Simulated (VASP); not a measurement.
# Dy2H (P-6m2) in VASP: relaxation of cell and atoms with PBE

Aim: the relaxation of cell and atoms of Dy2H with PBE.

Program: VASP 6.6.1. These are calculated values, not measurements. Logs are shortened: lines on timing, memory, paths and dates and some standing lists are left out, and cuts for length are marked.

## Step 1: The cell of the first run

Symmetry: P-6m2, No. 187, hexagonal system. Conventional cell: a = 3.618 Å, b = 3.618 Å, c = 6.353 Å, α = 90.00°, β = 90.00°, γ = 120.00°. Dy (site symmetry 3m) has 1 Dy at 2.59 Å and 3 H at 2.81 Å within 3.4 Å. Within 3.7 Å of H (site symmetry -6m2) lie 6 Dy at 2.81 Å and 6 H at 3.62 Å.

The cell was generated, and may not be a known phase.

## Step 2: Relaxation of cell and atoms, PBE

INCAR

```
PREC = Accurate ; ENCUT = 500
EDIFF = 1E-7 ; ISMEAR = 0
SIGMA = 0.2 ; LREAL = False
LASPH = True ; NELM = 200
ALGO = Normal ; ISIF = 3
LWAVE = False ; LCHARG = False
GGA = PE ; IBRION = 2
NSW = 36 ; EDIFFG = -0.08
GGA_COMPAT = False ; NELMIN = 4
LMAXMIX = 6
```

KPOINTS

```
Automatic mesh
0
Gamma
  6 6 3
```

POSCAR

```
Dy2H
1.0
    3.6181546400      0.0000000000      0.0000000000
   -1.8090773200      3.1334138400      0.0000000000
    0.0000000000      0.0000000000      6.3532040200
Dy H
2 1
Direct
    0.0000000000      0.0000000000      0.7962619500
    0.0000000000      0.0000000000      0.2037380500
    0.3333333300      0.6666666700      0.5000000000
```

Potentials or basis: VASP PAW PBE potentials, release 64 (Dy_3, H), 4f in core.

Launch:

```
$ cat potpaw_PBE.64/Dy_3/POTCAR potpaw_PBE.64/H/POTCAR > POTCAR
$ mpirun -np 1 vasp_std > vasp.out
```

OUTCAR:

```text
PREC = Accurate
   ENCUT = 500
   EDIFF = 1E-7
   ISMEAR = 0
   LREAL = False
   LASPH = True
   NELM = 200
   ISIF = 3
   GGA = PE
   IBRION = 2
   NSW = 36
   EDIFFG = -0.08
   NELMIN = 4

 ion  position               nearest neighbor table
   1  0.000  0.000  0.796-   2 2.59   2 3.76
   2  0.000  0.000  0.204-   1 2.59   1 3.76
   3  0.333  0.667  0.500-

  LATTYP: Found a hexagonal cell.
 ALAT       =     3.6181546400
 C/A-ratio  =     1.7559238485

  Lattice vectors:

 A1 = (   3.6181546400,   0.0000000000,   0.0000000000)
 A2 = (  -1.8090773200,   3.1334138400,   0.0000000000)
 A3 = (   0.0000000000,   0.0000000000,   6.3532040200)

Analysis of symmetry for initial positions (statically):
=====================================================================
 Subroutine PRICEL returns:
 Original cell was already a primitive cell.

 Routine SETGRP: Setting up the symmetry group for a
 hexagonal supercell.

 Subroutine GETGRP returns: Found 12 space group operations
 (whereof 12 operations were pure point group operations)
 out of a pool of 24 trial point group operations.

The static configuration has the point symmetry D_3h.

Analysis of symmetry for dynamics (positions and initial velocities):
=====================================================================
 Subroutine PRICEL returns:
 Original cell was already a primitive cell.

 Routine SETGRP: Setting up the symmetry group for a
 hexagonal supercell.

 Subroutine GETGRP returns: Found 12 space group operations
 (whereof 12 operations were pure point group operations)
 out of a pool of 24 trial point group operations.

The dynamic configuration has the point symmetry D_3h.

 Subroutine INISYM returns: Found 12 space group operations
 (whereof 12 operations are pure point group operations),
 and found     1 'primitive' translations

----------------------------------------------------------------------------------------

                                     Primitive cell

  volume of cell :      72.0274

  direct lattice vectors                    reciprocal lattice vectors
     3.618154640  0.000000000  0.000000000     0.276383986  0.159570368  0.000000000
    -1.809077320  3.133413840  0.000000000     0.000000000  0.319140736  0.000000000
     0.000000000  0.000000000  6.353204020     0.000000000  0.000000000  0.157400895

  length of vectors
     3.618154640  3.618154646  6.353204020     0.319140737  0.319140736  0.157400895

  position of ions in fractional coordinates (direct lattice)
     0.000000000  0.000000000  0.796261950
     0.000000000  0.000000000  0.203738050
     0.333333330  0.666666670  0.500000000

  ion indices of the primitive-cell ions
   primitive index   ion index
                 1           1
                 2           2
                 3           3

----------------------------------------------------------------------------------------

 KPOINTS: Automatic mesh

Automatic generation of k-mesh.
 Grid dimensions read from file:
 generate k-points for:    6    6    3

 Generating k-lattice:

  Cartesian coordinates                     Fractional coordinates (reciprocal lattice)
     0.046063998  0.026595061  0.000000000     0.166666667  0.000000000  0.000000000
     0.000000000  0.053190123  0.000000000     0.000000000  0.166666667  0.000000000
     0.000000000  0.000000000  0.052466965     0.000000000  0.000000000  0.333333333

  Length of vectors
     0.053190123  0.053190123  0.052466965

  Shift w.r.t. Gamma in fractional coordinates (k-lattice)
     0.000000000  0.000000000  0.000000000

 Subroutine IBZKPT returns following result:
 ===========================================

 Found     14 irreducible k-points:

 Following reciprocal coordinates:
            Coordinates               Weight
  0.000000  0.000000  0.000000      1.000000
  0.166667  0.000000  0.000000      6.000000
  0.333333 -0.000000  0.000000      6.000000
  0.500000 -0.000000  0.000000      3.000000
  0.166667  0.166667  0.000000      6.000000
  0.333333  0.166667  0.000000     12.000000
  0.333333  0.333333  0.000000      2.000000
  0.000000  0.000000  0.333333      2.000000
  0.166667  0.000000  0.333333     12.000000
  0.333333 -0.000000  0.333333     12.000000
  0.500000 -0.000000  0.333333      6.000000
  0.166667  0.166667  0.333333     12.000000
  0.333333  0.166667  0.333333     24.000000
  0.333333  0.333333  0.333333      4.000000
   k-points           NKPTS =     14   k-points in BZ     NKDIM =     14   number of bands    NBANDS=     13
   number of dos      NEDOS =    301   number of ions     NIONS =      3
   total plane-waves  NPLWV =  37632
   dimension x,y,z NGX =    28 NGY =   28 NGZ =   48
   dimension x,y,z NGXF=    56 NGYF=   56 NGZF=   96
   ions per type =               2   1
   NGX,Y,Z   is equivalent  to a cutoff of  12.87, 12.87, 12.56 a.u.
   NGXF,Y,Z  is equivalent  to a cutoff of  25.73, 25.73, 25.12 a.u.
 SYSTEM =  unknown system
   PREC   = accura    normal or accurate (medium, high low for compatibility)
   ISTART =      0    job   : 0-new  1-cont  2-samecut
   ICHARG =      2    charge: 1-file 2-atom 10-const
   ISPIN  =      1    spin polarized calculation?
   LNONCOLLINEAR =      F non collinear calculations
   LSORBIT =      F    spin-orbit coupling
   LASPH  =      T    aspherical Exc in radial PAW
   ENCUT  =  500.0 eV  36.75 Ry    6.06 a.u.   6.60  6.60 11.58*2*pi/ulx,y,z
   NELM   =    200;   NELMIN=  4; NELMDL= -5     # of ELM steps
   EDIFF  = 0.1E-06   stopping-criterion for ELM
   LREAL  =      F    real-space projection
   EDIFFG = -.8E-01   stopping-criterion for IOM
   NSW    =     36    number of steps for IOM
   IBRION =      2    ionic relax: 0-MD 1-quasi-New 2-CG
   NFREE  =      1    steps in history (QN), initial steepest desc. (CG)
   ISIF   =      3    stress and relaxation
   ISYM   =      2    0-nonsym 1-usesym 2-fastsym
   POTIM  = 0.5000    time-step for ionic-motion
   TEBEG  =    0.0;   TEEND  =   0.0 temperature during run
   PSTRESS=    0.0 pullay stress
   NELECT =      19.0000    total number of electrons
   NUPDOWN=      -1.0000    fix difference up-down
   EMIN   =  10.00;   EMAX   =-10.00  energy-range for DOS
   EFERMI =   0.00;   METHOD = LEGACY
   ISMEAR =     0;   SIGMA  =   0.20  broadening in eV -4-tet -1-fermi 0-gaus
   EFERMI_NEDOS =   21; number of points for ismear=-14 and -15
   IALGO  =     38    algorithm
   IMIX   =      4    mixing-type and parameters
     AMIX     =   0.40;   BMIX     =  1.00
     AMIX_MAG =   1.60;   BMIX_MAG =  1.00
  volume/ion in A,a.u.               =      24.01       162.02
  Fermi-wavevector in a.u.,A,eV,Ry     =   1.049929  1.984079 14.998409  1.102352
  Thomas-Fermi vector in A             =   2.184912
   LORBIT       =      0    0 simple, 1 ext, 2 COOP (PROOUT), +10 PAW based schemes
   GGA     = PE    functional components
   LHFCALC =     F    Hartree Fock is set to
   AEXX    =    0.0000 exact exchange contribution
   IVDW    =     0    specifies the selected vdW correction
   LEPSILON=     F    determine dielectric tensor
   LRPA    =     F    only Hartree local field effects (RPA)
 conjugate gradient relaxation of ions
 non-spin polarized calculation
 Gauss-broadening in eV      SIGMA  =   0.20
  energy-cutoff  :      500.00
  volume of cell :       72.03
 maximum number of plane-waves:      1847
 NGX is ok and might be reduce to    28
   NGX = 13   NGY = 13   NGZ = 23

--------------------------------------- Ionic step        1  -------------------------------------------

 number of electron      18.9999999 magnetization

 Free energy of the ion-electron system (eV)
  ---------------------------------------------------
  ext. energy  EPLUGINS =         0.00000000
  ---------------------------------------------------
  free energy    TOTEN  =       -10.79743288 eV

  energy without entropy =      -10.69760145  energy(sigma->0) =      -10.74751717

------------------------ aborting loop because EDIFF is reached ----------------------------------------

  FORCE on cell =-STRESS in cart. coord.  units (eV):
  Direction    XX          YY          ZZ          XY          YZ          ZX
  --------------------------------------------------------------------------------------
  -------------------------------------------------------------------------------------
  Total       -3.3621681     -3.3621681      3.3441757      0.0000000     -0.0000000      0.0000000
  in kB      -74.7880686    -74.7880689     74.3878460      0.0000000     -0.0000000      0.0000000
  external PRESSURE =     -25.0627638 kB  Pullay stress =       0.0000000 kB
[... 170 lines left out ...]
  energy  without entropy=      -12.1403829212  energy(sigma->0) =      -12.18103218

--------------------------------------- Ionic step        6  -------------------------------------------

 number of electron      19.0000000 magnetization

 E-fermi :   3.1396     XC(G=0):  -9.9435

 val. band max:        3.1373158819   @ k =   0.3333   0.3333   0.0000
 cond. band min:       3.1675399584   @ k =   0.5000  -0.0000   0.0000
 fundamental gap:      0.0302240765
 Fermi energy:         3.1395783827

 k-point     1 :       0.0000    0.0000    0.0000
  band No.  band energies     occupation
      1     -20.6330      2.00000
      2     -19.9907      2.00000
      3     -19.7028      2.00000
      4     -19.7028      2.00000
      5     -19.6515      2.00000
      6     -19.6515      2.00000
      7      -3.5462      2.00000
      8       0.6169      2.00000
      9       1.2643      2.00000
     10       2.5432      1.99998
     11       5.1629      0.00000
     12       5.1629      0.00000
     13       5.7612      0.00000
[... 240 lines left out ...]
  energy  without entropy=      -12.1787630151  energy(sigma->0) =      -12.21966978

--------------------------------------- Ionic step        7  -------------------------------------------

 number of electron      18.9999999 magnetization

 Free energy of the ion-electron system (eV)
  ---------------------------------------------------
  ext. energy  EPLUGINS =         0.00000000
  ---------------------------------------------------
  free energy    TOTEN  =       -12.27202644 eV

  energy without entropy =      -12.19182563  energy(sigma->0) =      -12.23192603

 E-fermi :   3.2005     XC(G=0):  -9.9939

 val. band max:        3.1400183586   @ k =   0.3333   0.3333   0.0000
 cond. band min:       3.2466804571   @ k =   0.3333   0.3333   0.3333
 fundamental gap:      0.1066620986
 Fermi energy:         3.2004848632

 k-point     1 :       0.0000    0.0000    0.0000
  band No.  band energies     occupation
      1     -20.6388      2.00000
      2     -19.8689      2.00000
      3     -19.6557      2.00000
      4     -19.6557      2.00000
      5     -19.5904      2.00000
      6     -19.5904      2.00000
      7      -3.5287      2.00000
      8       0.7759      2.00000
      9       1.4512      2.00000
     10       2.5537      2.00000
     11       5.1683      0.00000
     12       5.1683      0.00000
     13       5.8610      0.00000
[... 236 lines left out ...]
  FREE ENERGIE OF THE ION-ELECTRON SYSTEM (eV)
  ---------------------------------------------------
  free  energy   TOTEN  =       -12.2720264356 eV

  energy  without entropy=      -12.1918256296  energy(sigma->0) =      -12.23192603

 reached required accuracy - stopping structural energy minimisation
```

Wall time 1.7 min (1 thread of Intel Xeon 8259CL, shared host); peak memory 0.2 GiB.

Results:

| Quantity | Value |
| --- | --- |
| Free energy | -12.2720 eV |
| Relaxed volume | 21.35 Å³/atom |
| Relaxed cell | a = 3.356 Å, b = 3.356 Å, c = 6.569 Å, α = 90.00°, β = 90.00°, γ = 120.00° |
| Space group after relaxing (to 0.1 Å) | P-6m2 (No. 187) |
| Energy gained by relaxing | 491.5 meV/atom |
| Ionic steps | 7 |
| Pressure after relaxing | 0.3 GPa |
| Largest force after relaxing | 0.009 eV/Å |
| Band gap on the k mesh | zero (an odd number of electrons rules out a gap without spin polarisation) |

Forces on the atoms (eV/Å):
```
Dy   0.000  0.000  0.009
Dy   0.000  0.000 -0.009
H    0.000  0.000  0.000
```

The path:
```tsv
step	energy change (eV)	largest force (eV/Å)	pressure (GPa)	volume (Å³)
1	0.0000	4.0917	-2.51	72.03
2	-1.3002	1.0644	-2.36	67.92
3	-1.4171	0.4559	-1.10	66.27
4	-1.4240	0.3236	-0.67	65.82
5	-1.4242	0.2861	-0.54	65.68
6	-1.4631	0.1465	-0.12	64.80
7	-1.4746	0.0086	0.31	64.06
```

Final structure:
```cif
data_structure
_symmetry_space_group_name_H-M 'P 1'
_symmetry_Int_Tables_number 1
_cell_length_a 3.3556
_cell_length_b 3.3556
_cell_length_c 6.5691
_cell_angle_alpha 90.000
_cell_angle_beta 90.000
_cell_angle_gamma 120.000
_cell_volume 64.06
loop_
_atom_site_label
_atom_site_type_symbol
_atom_site_fract_x
_atom_site_fract_y
_atom_site_fract_z
_atom_site_occupancy
Dy1 Dy 0.00000 0.00000 0.74479 1
Dy2 Dy 0.00000 0.00000 0.25521 1
H1 H 0.33333 0.66667 0.50000 1
```

Caveat: spin-orbit coupling is left out, which moves the levels of the heavy elements; the 4f electrons are frozen in the core, so they carry no moment and show no levels.

The gap in the log of VASP goes by the Fermi energy; the results here count the filled bands.